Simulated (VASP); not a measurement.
# GaAs (Fm-3m) in VASP: electric field gradients with PBE

Aim: the electric field gradients of GaAs with PBE.

All numbers are computed with VASP 6.6.1; they aren't measurements. Logs are shortened: lines on timing, memory, paths and dates and some standing lists are left out, and cuts for length are marked.

## Step 1: The cell of the first run

Symmetry: Fm-3m, No. 225, cubic system. The conventional cell has a = 5.392 Å, b = 5.392 Å, c = 5.392 Å, α = 90.00°, β = 90.00°, γ = 90.00°. Ga (site symmetry m-3m) has 6 As at 2.70 Å within 3.6 Å. As (site symmetry m-3m) has 6 Ga at 2.70 Å within 3.6 Å.

## Step 2: Electric field gradients, PBE

Contents of INCAR:

```
SYSTEM = GaAs
PREC     = Accurate       ! precision mode
ENCUT    = 520            ! plane-wave cutoff, eV
EDIFF    = 1E-8           ! SCF threshold, eV
ISMEAR   = -1             ! smearing method
SIGMA    = 0.05           ! smearing width, eV
LREAL    = .FALSE.        ! projectors in reciprocal space
LASPH    = .TRUE.         ! aspherical terms in the spheres
NELM     = 60             ! most SCF steps
ALGO     = Normal         ! electronic algorithm
ISIF     = 2              ! what is computed and relaxed
LWAVE    = .FALSE.        ! write WAVECAR
LCHARG   = .FALSE.        ! write CHGCAR
GGA      = PE             ! functional
LEFG     = .TRUE.       
NBANDS   = 16             ! bands
```

Contents of KPOINTS:

```
regular mesh
0
G
  9 9 9
  0 0 0
```

Contents of POSCAR:

```
GaAs
1.0
    0.0000000000      2.6958900000      2.6958900000
    2.6958900000      0.0000000000      2.6958900000
    2.6958900000      2.6958900000      0.0000000000
Ga As
1 1
Direct
    0.0000000000      0.0000000000      0.0000000000
    0.5000000000      0.5000000000      0.5000000000
```

Potentials or basis: VASP PAW PBE potentials, release 64 (Ga_d, As).

The run is started by

```
cat potpaw_PBE.64/Ga_d/POTCAR potpaw_PBE.64/As/POTCAR > POTCAR
mpirun -np 1 vasp_std > vasp.out
```

OUTCAR:

```text
SYSTEM = GaAs
   PREC = Accurate
   ENCUT = 520
   EDIFF = 1E-8
   ISMEAR = -1
   LREAL = .FALSE.
   LASPH = .TRUE.
   NELM = 60
   ISIF = 2
   GGA = PE

 ion  position               nearest neighbor table
   1  0.000  0.000  0.000-   2 2.70   2 2.70   2 2.70   2 2.70   2 2.70   2 2.70
   2  0.500  0.500  0.500-   1 2.70   1 2.70   1 2.70   1 2.70   1 2.70   1 2.70

  LATTYP: Found a face centered cubic cell.
 ALAT       =     5.3917800000

  Lattice vectors:

 A1 = (   0.0000000000,   2.6958900000,   2.6958900000)
 A2 = (   2.6958900000,   0.0000000000,   2.6958900000)
 A3 = (   2.6958900000,   2.6958900000,   0.0000000000)

Analysis of symmetry for initial positions (statically):
=====================================================================
 Subroutine PRICEL returns:
 Original cell was already a primitive cell.

 Routine SETGRP: Setting up the symmetry group for a
 face centered cubic supercell.

 Subroutine GETGRP returns: Found 48 space group operations
 (whereof 48 operations were pure point group operations)
 out of a pool of 48 trial point group operations.

The static configuration has the point symmetry O_h .

Analysis of symmetry for dynamics (positions and initial velocities):
=====================================================================
 Subroutine PRICEL returns:
 Original cell was already a primitive cell.

 Routine SETGRP: Setting up the symmetry group for a
 face centered cubic supercell.

 Subroutine GETGRP returns: Found 48 space group operations
 (whereof 48 operations were pure point group operations)
 out of a pool of 48 trial point group operations.

The dynamic configuration has the point symmetry O_h .

 Subroutine INISYM returns: Found 48 space group operations
 (whereof 48 operations are pure point group operations),
 and found     1 'primitive' translations

----------------------------------------------------------------------------------------

                                     Primitive cell

  volume of cell :      39.1865

  direct lattice vectors                    reciprocal lattice vectors
     0.000000000  2.695890000  2.695890000    -0.185467508  0.185467508  0.185467508
     2.695890000  0.000000000  2.695890000     0.185467508 -0.185467508  0.185467508
     2.695890000  2.695890000  0.000000000     0.185467508  0.185467508 -0.185467508

  length of vectors
     3.812564201  3.812564201  3.812564201     0.321239147  0.321239147  0.321239147

  position of ions in fractional coordinates (direct lattice)
     0.000000000  0.000000000  0.000000000
     0.500000000  0.500000000  0.500000000

  ion indices of the primitive-cell ions
   primitive index   ion index
                 1           1
                 2           2

----------------------------------------------------------------------------------------

 KPOINTS: regular mesh

Automatic generation of k-mesh.
 Grid dimensions read from file:
 generate k-points for:    9    9    9

 Generating k-lattice:

  Cartesian coordinates                     Fractional coordinates (reciprocal lattice)
    -0.020607501  0.020607501  0.020607501     0.111111111  0.000000000  0.000000000
     0.020607501 -0.020607501  0.020607501     0.000000000  0.111111111  0.000000000
     0.020607501  0.020607501 -0.020607501     0.000000000  0.000000000  0.111111111

  Length of vectors
     0.035693239  0.035693239  0.035693239

  Shift w.r.t. Gamma in fractional coordinates (k-lattice)
     0.000000000  0.000000000  0.000000000

 Subroutine IBZKPT returns following result:
 ===========================================

 Found     35 irreducible k-points:

 Following reciprocal coordinates:
            Coordinates               Weight
  0.000000  0.000000  0.000000      1.000000
  0.111111  0.000000  0.000000      8.000000
  0.222222  0.000000  0.000000      8.000000
  0.333333  0.000000  0.000000      8.000000
  0.444444  0.000000  0.000000      8.000000
  0.111111  0.111111  0.000000      6.000000
[... 16 lines left out ...]
 -0.333333  0.333333  0.000000     12.000000
  0.444444  0.444444  0.000000      6.000000
 [... further k-points ...]
   k-points           NKPTS =     35   k-points in BZ     NKDIM =     35   number of bands    NBANDS=     16
   number of dos      NEDOS =    301   number of ions     NIONS =      2
   total plane-waves  NPLWV =  21952
   dimension x,y,z NGX =    28 NGY =   28 NGZ =   28
   dimension x,y,z NGXF=    56 NGYF=   56 NGZF=   56
   ions per type =               1   1
   NGX,Y,Z   is equivalent  to a cutoff of  12.21, 12.21, 12.21 a.u.
   NGXF,Y,Z  is equivalent  to a cutoff of  24.42, 24.42, 24.42 a.u.
 SYSTEM =  GaAs
   PREC   = accura    normal or accurate (medium, high low for compatibility)
   ISTART =      0    job   : 0-new  1-cont  2-samecut
   ICHARG =      2    charge: 1-file 2-atom 10-const
   ISPIN  =      1    spin polarized calculation?
   LNONCOLLINEAR =      F non collinear calculations
   LSORBIT =      F    spin-orbit coupling
   LASPH  =      T    aspherical Exc in radial PAW
   ENCUT  =  520.0 eV  38.22 Ry    6.18 a.u.   7.09  7.09  7.09*2*pi/ulx,y,z
   NELM   =     60;   NELMIN=  2; NELMDL= -5     # of ELM steps
   EDIFF  = 0.1E-07   stopping-criterion for ELM
   LREAL  =      F    real-space projection
   EDIFFG = 0.1E-06   stopping-criterion for IOM
   NSW    =      0    number of steps for IOM
   IBRION =     -1    ionic relax: 0-MD 1-quasi-New 2-CG
   NFREE  =      0    steps in history (QN), initial steepest desc. (CG)
   ISIF   =      2    stress and relaxation
   ISYM   =      2    0-nonsym 1-usesym 2-fastsym
   POTIM  = 0.5000    time-step for ionic-motion
   TEBEG  =    0.0;   TEEND  =   0.0 temperature during run
   PSTRESS=    0.0 pullay stress
   NELECT =      18.0000    total number of electrons
   NUPDOWN=      -1.0000    fix difference up-down
   EMIN   =  10.00;   EMAX   =-10.00  energy-range for DOS
   EFERMI =   0.00;   METHOD = LEGACY
   ISMEAR =    -1;   SIGMA  =   0.05  broadening in eV -4-tet -1-fermi 0-gaus
   EFERMI_NEDOS =   21; number of points for ismear=-14 and -15
   IALGO  =     38    algorithm
   IMIX   =      4    mixing-type and parameters
     AMIX     =   0.40;   BMIX     =  1.00
     AMIX_MAG =   1.60;   BMIX_MAG =  1.00
  volume/ion in A,a.u.               =      19.59       132.22
  Fermi-wavevector in a.u.,A,eV,Ry     =   1.263146  2.387000 21.708605  1.595537
  Thomas-Fermi vector in A             =   2.396518
   LORBIT       =      0    0 simple, 1 ext, 2 COOP (PROOUT), +10 PAW based schemes
   GGA     = PE    functional components
   LHFCALC =     F    Hartree Fock is set to
   AEXX    =    0.0000 exact exchange contribution
   IVDW    =     0    specifies the selected vdW correction
   LEPSILON=     F    determine dielectric tensor
   LRPA    =     F    only Hartree local field effects (RPA)
 non-spin polarized calculation
  energy-cutoff  :      520.00
  volume of cell :       39.19
 maximum number of plane-waves:      1069
   NGX = 15   NGY = 15   NGZ = 15

 number of electron      17.9999998 magnetization

 Free energy of the ion-electron system (eV)
  ---------------------------------------------------
  ext. energy  EPLUGINS =         0.00000000
  ---------------------------------------------------
  free energy    TOTEN  =        -7.63606445 eV

  energy without entropy =       -7.62485311  energy(sigma->0) =       -7.63045878

 E-fermi :   5.2124     XC(G=0): -10.6009

 val. band max:        5.2070359882   @ k =   0.3333   0.2222   0.0000
 cond. band min:       5.2220261588   @ k =   0.4444   0.3333   0.1111
 fundamental gap:      0.0149901706
 Fermi energy:         5.2123717540

 k-point     1 :       0.0000    0.0000    0.0000
  band No.  band energies     occupation
      1      -9.5477      2.00000
      2      -9.5477      2.00000
      3      -9.5282      2.00000
      4      -9.5282      2.00000
      5      -9.5282      2.00000
      6      -7.8627      2.00000
[... 8 lines left out ...]
     15      12.8126      0.00000
     16      12.8126      0.00000

 k-point     2 :       0.1111    0.0000    0.0000
  band No.  band energies     occupation
      1      -9.5506      2.00000
      2      -9.5506      2.00000
      3      -9.5286      2.00000
      4      -9.5254      2.00000
      5      -9.5254      2.00000
      6      -7.6993      2.00000
[... 8 lines left out ...]
     15      12.9824      0.00000
     16      12.9825      0.00000
[... 387 lines left out ...]
      5      -9.4945      2.00000
      6      -4.9162      2.00000
[... 8 lines left out ...]
     15      16.6946      0.00000
     16      17.3597      0.00000

 k-point    24 :       0.4444    0.4444    0.0000
  band No.  band energies     occupation
      1      -9.7070      2.00000
      2      -9.5493      2.00000
      3      -9.5299      2.00000
      4      -9.4860      2.00000
      5      -9.4860      2.00000
      6      -4.9435      2.00000
[... 8 lines left out ...]
     15      18.5172      0.00000
     16      21.3338      0.00000

 [... further k-points ...]
[... 5 lines left out ...]
  --------------------------------------------------------------------------------------
  -------------------------------------------------------------------------------------
  Total        0.0515531      0.0515531      0.0515531     -0.0000000      0.0000000     -0.0000000
  in kB        2.1077994      2.1077994      2.1077994     -0.0000000      0.0000000     -0.0000000
  external PRESSURE =       2.1077994 kB  Pullay stress =       0.0000000 kB

 VOLUME and BASIS-vectors are now :
 -----------------------------------------------------------------------------
  energy-cutoff  :      520.00
  volume of cell :       39.19
      direct lattice vectors                 reciprocal lattice vectors
     0.000000000  2.695890000  2.695890000    -0.185467508  0.185467508  0.185467508
     2.695890000  0.000000000  2.695890000     0.185467508 -0.185467508  0.185467508
     2.695890000  2.695890000  0.000000000     0.185467508  0.185467508 -0.185467508

 POSITION                                       TOTAL-FORCE (eV/Angst)
 -----------------------------------------------------------------------------------
      0.00000      0.00000      0.00000         0.000000      0.000000      0.000000
      2.69589      2.69589      2.69589         0.000000      0.000000     -0.000000
 -----------------------------------------------------------------------------------
    total drift:                               -0.000000      0.000000      0.000000

  FREE ENERGIE OF THE ION-ELECTRON SYSTEM (eV)
  ---------------------------------------------------
  free  energy   TOTEN  =        -7.6360644460 eV

  energy  without entropy=       -7.6248531061  energy(sigma->0) =       -7.63045878

 Electric field gradients (V/A^2)
---------------------------------------------------------------------
 ion       V_xx      V_yy      V_zz      V_xy      V_xz      V_yz
---------------------------------------------------------------------
   1       0.000     0.000    -0.000     0.000     0.000     0.000
   2       0.000    -0.000    -0.000     0.000     0.000     0.000
---------------------------------------------------------------------

 Electric field gradients after diagonalization (V/A^2)
 (convention: |V_zz| > |V_xx| > |V_yy|)
----------------------------------------------------------------------
 ion       V_xx      V_yy      V_zz     asymmetry (V_yy - V_xx)/ V_zz
----------------------------------------------------------------------
   1      -0.000    -0.000     0.001       0.000
   2      -0.000    -0.000     0.001       0.000
----------------------------------------------------------------------

           NMR quadrupolar parameters

 Cq : quadrupolar parameter    Cq=e*Q*V_zz/h
 eta: asymmetry parameters     (V_yy - V_xx)/ V_zz
 Q  : nuclear electric quadrupole moment in mb (millibarn)
----------------------------------------------------------------------
 ion       Cq(MHz)       eta       Q (mb)
----------------------------------------------------------------------
   1       0.000       0.000       1.000
   2       0.000       0.000       1.000
----------------------------------------------------------------------
```

Wall time 10 s (1 thread of Intel Xeon 6975P-C (Granite Rapids), shared host); peak memory 0.16 GiB.

Results:

- Free energy: -7.6361 eV
- Pressure: 0.2 GPa
- Band gap on the k mesh: zero (band 9 reaches 5.78 eV, above the bottom of band 10 at 2.76 eV)

Caveat: without QUAD_EFG the Cq values of the log hold for a quadrupole moment of 1 mb, not for the nuclei.
